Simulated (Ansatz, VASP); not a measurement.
## One calculation of ZnS, two programs

```xyz
4
Lattice="3.7339 0.0000 0.0000 -1.8669 3.2336 0.0000 0.0000 0.0000 6.1078" Properties=species:S:1:pos:R:3 pbc="T T T"
Zn    0.0000    2.1557    0.0000
Zn    1.8669    1.0779    3.0539
S     0.0000    2.1557    2.3515
S     1.8669    1.0779    5.4054
```

Change from the starting cell: volume scaled by 0.9405, PAW files.

Alike in both runs: task electric field gradients; functional PBE; k mesh 8 × 8 × 5; occupations fermi-dirac, width 0.03 eV; no spin polarisation.

|  | VASP | Ansatz |
| --- | --- | --- |
| version | VASP 6.6.1 | Ansatz 0.2.0 |
| potentials or method | VASP PAW PBE potentials, release 64 (Zn, S) | PAW with Ansatz's default frozen-core files, scalar-relativistic |
| plane-wave cutoff (eV) | 520 | 420 |
| valence electrons in the cell | 36 | 36 |

|  | VASP | Ansatz | Ansatz less VASP |
| --- | --- | --- | --- |
| gap on the k mesh at the Fermi level (eV) | 2.55 | 2.54 | -0.009 |
| pressure (GPa) | 8.1 | 7.9 | -0.20 |
| traceless stress, the component that is largest in VASP (GPa) | -2.05 | -2.03 | +0.026 |
| rms of the force components (eV/Å) | 0.232 | 0.230 | -0.0019 |
| size of Vzz on the site where it differs most (V/Å²) | 20.7 | 19.2 | -1.53 |

Atom by atom the forces differ by 0.002 eV/Å (rms over components).
